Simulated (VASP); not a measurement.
# CdF2 (I4/mmm) in VASP: further runs

CdF2 is run at these levels: PBEsol; tasks: single point.

Program: VASP 6.6.1. These are calculated values, not measurements. Logs are shortened: lines on timing, memory, paths and dates and some standing lists are left out, and cuts for length are marked.

**1. The cell of the first run**

The structure is tetragonal, space group I4/mmm (No. 139). The conventional cell has a = 3.806 Å, b = 3.806 Å, c = 5.171 Å, α = 90.00°, β = 90.00°, γ = 90.00°. Within 3.0 Å of Cd (site symmetry 4/mmm) lie 8 F at 2.30 Å. F (site symmetry -4m2) has 4 Cd at 2.30 Å and 6 F at 2.59 to 2.69 Å within 3.0 Å.

**2. Single point, PBEsol (12.49 Å³/atom)**

The input, INCAR:

```
PREC = Accurate
ENCUT = 520
EDIFF = 1E-6
ISMEAR = 0
SIGMA = 0.05
LREAL = F
LASPH = T
NELM = 100
ALGO = Normal
ISIF = 2
LWAVE = F
LCHARG = F
GGA = PS
NBANDS = 20
```

The input, KPOINTS:

```
Automatic mesh
0
Gamma
  8 8 8
```

The input, POSCAR:

```
CdF2
1.0
    0.0000000000      2.6913835873      2.5856122123
    2.6913835873      0.0000000000      2.5856122123
    2.6913835873      2.6913835873      0.0000000000
Cd F
1 2
Direct
    0.0000000000      0.0000000000      0.0000000000
    0.2500000000      0.2500000000      0.2500000000
    0.7500000000      0.7500000000      0.7500000000
```

Potentials or basis: VASP PAW PBE potentials, release 64 (Cd, F).

Launch:

```console
$ cat potpaw_PBE.64/Cd/POTCAR potpaw_PBE.64/F/POTCAR > POTCAR
$ mpirun -np 1 vasp_std > vasp.out
```

OUTCAR:

```text
PREC = Accurate
   ENCUT = 520
   EDIFF = 1E-6
   ISMEAR = 0
   LREAL = F
   LASPH = T
   NELM = 100
   ISIF = 2
   GGA = PS

 ion  position               nearest neighbor table
   1  0.000  0.000  0.000-   3 2.30   3 2.30   2 2.30   3 2.30   2 2.30   2 2.30   3 2.30   2 2.30

   2  0.250  0.250  0.250-   1 2.30   1 2.30   1 2.30   1 2.30
   3  0.750  0.750  0.750-   1 2.30   1 2.30   1 2.30   1 2.30

  LATTYP: Found a body centered tetragonal cell.
 ALAT       =     3.8061911707
 C/A-ratio  =     1.3586349694

  Lattice vectors:

 A1 = (   0.0000000000,  -2.6913835873,  -2.5856122123)
 A2 = (   0.0000000000,   2.6913835873,  -2.5856122123)
 A3 = (   2.6913835873,   0.0000000000,   2.5856122123)

Analysis of symmetry for initial positions (statically):
=====================================================================
 Subroutine PRICEL returns:
 Original cell was already a primitive cell.

 Routine SETGRP: Setting up the symmetry group for a
 body centered tetragonal supercell.

 Subroutine GETGRP returns: Found 16 space group operations
 (whereof 16 operations were pure point group operations)
 out of a pool of 16 trial point group operations.

The static configuration has the point symmetry D_4h.

Analysis of symmetry for dynamics (positions and initial velocities):
=====================================================================
 Subroutine PRICEL returns:
 Original cell was already a primitive cell.

 Routine SETGRP: Setting up the symmetry group for a
 body centered tetragonal supercell.

 Subroutine GETGRP returns: Found 16 space group operations
 (whereof 16 operations were pure point group operations)
 out of a pool of 16 trial point group operations.

The dynamic configuration has the point symmetry D_4h.

 Subroutine INISYM returns: Found 16 space group operations
 (whereof 16 operations are pure point group operations),
 and found     1 'primitive' translations

----------------------------------------------------------------------------------------

                                     Primitive cell

  volume of cell :      37.4580

  direct lattice vectors                    reciprocal lattice vectors
     0.000000000  2.691383587  2.585612212    -0.185778052  0.185778052  0.193377800
[... 82 lines left out ...]
   ISPIN  =      1    spin polarized calculation?
   LNONCOLLINEAR =      F non collinear calculations
   LSORBIT =      F    spin-orbit coupling
   LASPH  =      T    aspherical Exc in radial PAW
   ENCUT  =  520.0 eV  38.22 Ry    6.18 a.u.   6.94  6.94  7.08*2*pi/ulx,y,z
   NELM   =    100;   NELMIN=  2; NELMDL= -5     # of ELM steps
   EDIFF  = 0.1E-05   stopping-criterion for ELM
   LREAL  =      F    real-space projection
   EDIFFG = 0.1E-04   stopping-criterion for IOM
   NSW    =      0    number of steps for IOM
   IBRION =     -1    ionic relax: 0-MD 1-quasi-New 2-CG
   NFREE  =      0    steps in history (QN), initial steepest desc. (CG)
   ISIF   =      2    stress and relaxation
   ISYM   =      2    0-nonsym 1-usesym 2-fastsym
   POTIM  = 0.5000    time-step for ionic-motion
   TEBEG  =    0.0;   TEEND  =   0.0 temperature during run
   PSTRESS=    0.0 pullay stress
   NELECT =      26.0000    total number of electrons
   NUPDOWN=      -1.0000    fix difference up-down
   EMIN   =  10.00;   EMAX   =-10.00  energy-range for DOS
   EFERMI =   0.00;   METHOD = LEGACY
   ISMEAR =     0;   SIGMA  =   0.05  broadening in eV -4-tet -1-fermi 0-gaus
   EFERMI_NEDOS =   21; number of points for ismear=-14 and -15
   IALGO  =     38    algorithm
   IMIX   =      4    mixing-type and parameters
     AMIX     =   0.40;   BMIX     =  1.00
     AMIX_MAG =   1.60;   BMIX_MAG =  1.00
  volume/ion in A,a.u.               =      12.49        84.26
  Fermi-wavevector in a.u.,A,eV,Ry     =   1.449498  2.739155 28.586463  2.101046
  Thomas-Fermi vector in A             =   2.567218
   LORBIT       =      0    0 simple, 1 ext, 2 COOP (PROOUT), +10 PAW based schemes
   GGA     = PS    functional components
   LHFCALC =     F    Hartree Fock is set to
   AEXX    =    0.0000 exact exchange contribution
   IVDW    =     0    specifies the selected vdW correction
   LEPSILON=     F    determine dielectric tensor
   LRPA    =     F    only Hartree local field effects (RPA)
 non-spin polarized calculation
 Gauss-broadening in eV      SIGMA  =   0.05
  energy-cutoff  :      520.00
  volume of cell :       37.46
 maximum number of plane-waves:      1026
   NGX = 13   NGY = 13   NGZ = 15

 number of electron      26.0000009 magnetization

 Free energy of the ion-electron system (eV)
  ---------------------------------------------------
  ext. energy  EPLUGINS =         0.00000000
  ---------------------------------------------------
  free energy    TOTEN  =       -11.54339047 eV

  energy without entropy =      -11.54339047  energy(sigma->0) =      -11.54339047

 E-fermi :  -0.8039     XC(G=0): -10.9518

 val. band max:       -1.0691950790   @ k =  -0.2500   0.5000   0.2500
 cond. band min:       1.9291131163   @ k =   0.0000   0.0000   0.0000
 fundamental gap:      2.9983081954
 Fermi energy:        -0.8038512117

 k-point     1 :       0.0000    0.0000    0.0000
  band No.  band energies     occupation
      1     -22.0746      2.00000
      2     -20.7998      2.00000
      3      -6.8924      2.00000
      4      -6.8924      2.00000
      5      -6.8822      2.00000
      6      -5.4582      2.00000
[... 541 lines left out ...]
     19      18.3926      0.00000
     20      19.9182      0.00000

 [... further k-points ...]

------------------------ aborting loop because EDIFF is reached ----------------------------------------

  FORCE on cell =-STRESS in cart. coord.  units (eV):
  Direction    XX          YY          ZZ          XY          YZ          ZX
  --------------------------------------------------------------------------------------
  -------------------------------------------------------------------------------------
  Total        1.0136725      1.0136725      2.0837409      0.0000000      0.0000000      0.0000000
  in kB       43.3574437     43.3574437     89.1270869      0.0000000      0.0000000      0.0000000
  external PRESSURE =      58.6139914 kB  Pullay stress =       0.0000000 kB

 VOLUME and BASIS-vectors are now :
 -----------------------------------------------------------------------------
  energy-cutoff  :      520.00
  volume of cell :       37.46
      direct lattice vectors                 reciprocal lattice vectors
     0.000000000  2.691383587  2.585612212    -0.185778052  0.185778052  0.193377800
     2.691383587  0.000000000  2.585612212     0.185778052 -0.185778052  0.193377800
     2.691383587  2.691383587  0.000000000     0.185778052  0.185778052 -0.193377800

 POSITION                                       TOTAL-FORCE (eV/Angst)
 -----------------------------------------------------------------------------------
      0.00000      0.00000      0.00000        -0.000000     -0.000000     -0.000000
      1.34569      1.34569      1.29281         0.000000      0.000000      0.000000
      4.03708      4.03708      3.87842        -0.000000      0.000000      0.000000
 -----------------------------------------------------------------------------------
    total drift:                                0.000000      0.000000      0.000000

  FREE ENERGIE OF THE ION-ELECTRON SYSTEM (eV)
  ---------------------------------------------------
  free  energy   TOTEN  =       -11.5433904651 eV

  energy  without entropy=      -11.5433904651  energy(sigma->0) =      -11.54339047
```

stdout:

```text
POSCAR found type information on POSCAR CdF
 POSCAR found :  2 types and       3 ions
 scaLAPACK will be used
 -----------------------------------------------------------------------------
|                                                                             |
|                                                                             |
|     You enforced a specific xc type in the INCAR file but a different       |
|     I HOPE YOU KNOW WHAT YOU ARE DOING!                                     |
|                                                                             |
 -----------------------------------------------------------------------------

 LDA part: xc-table for (Slater+PW92), standard interpolation
 POSCAR, INCAR and KPOINTS ok, starting setup
 FFT: planning ... GRIDC
 FFT: planning ... GRID_SOFT
 FFT: planning ... GRID
 WAVECAR not read
 entering main loop
```

Run time: 66 s. Hardware: 1 thread of Intel Xeon 8259CL, shared host; peak memory 0.18 GiB.

Results:

```yaml
Free_energy: -11.5434 eV
Pressure: 5.9 GPa
Band_gap_on_the_k_mesh: 3.00 eV (least direct gap 3.43 eV)
```

Stress tensor (GPa, compression positive):
```
4.34 0.00 0.00
0.00 4.34 0.00
0.00 0.00 8.91
```

Caveat: the cell stands under pressure; the PAW data sets were made with another functional, which shifts forces and pressure a little. Expect the measured gap to be larger: semilocal functionals such as PBEsol lack the derivative discontinuity.

(Continued in part 2 of 2.)
